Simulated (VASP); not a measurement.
Set up this calculation in VASP 6.6.1, as the native input.

| Item | Value |
| --- | --- |
| Task | single point |
| Functional | PBEsol |
| Potentials or basis | VASP PAW PBE potentials, release 64 (Pb_d, Se) |
| Cutoff | 520 eV |
| k mesh | 12 × 12 × 12 |
| Occupations | methfessel-paxton, width 0.1 eV |
| Spin | no spin polarisation |
| Dipole correction | no |
| Further INCAR settings | ALGO = Normal; EDIFF = 1e-06; NBANDS = 17 |

The structure of PbSe lies in POSCAR:

```
PbSe
1.0
    3.7843220000      0.0000000000      0.0000000000
    0.0000000000      3.7843220000      0.0000000000
    0.0000000000      0.0000000000      3.7843220000
Pb Se
1 1
Direct
    0.0000000000      0.0000000000      0.0000000000
    0.5000000000      0.5000000000      0.5000000000
```

The input as run:

INCAR

```
SYSTEM = PbSe
ALGO = Normal
EDIFF = 1E-6
ENCUT = 520
GGA = PS
ISIF = 2
ISMEAR = 1
LASPH = .TRUE.
LCHARG = .FALSE.
LREAL = .FALSE.
LWAVE = .FALSE.
NBANDS = 17
NELM = 100
PREC = Accurate
SIGMA = 0.1
```

KPOINTS

```
k-points
0
G
  12 12 12
  0 0 0
```

Potentials or basis: VASP PAW PBE potentials, release 64 (Pb_d, Se).

Launch:

```sh
$ cat potpaw_PBE.64/Pb_d/POTCAR potpaw_PBE.64/Se/POTCAR > POTCAR
$ mpirun -np 1 vasp_std > vasp.out
```

Results of the run:

* Pressure: -3.1 GPa
* Band gap on the k mesh: zero (band 10 reaches 5.31 eV, above the bottom of band 11 at 4.53 eV)

Caveat: the PAW data sets were made with another functional, which shifts forces and pressure a little; spin-orbit coupling is left out, which moves the levels of the heavy elements.

Wall time 44 s on 1 thread of Intel(R) Xeon(R) Platinum 8488C (Sapphire Rapids), on a shared host, peak memory 0.21 GiB.
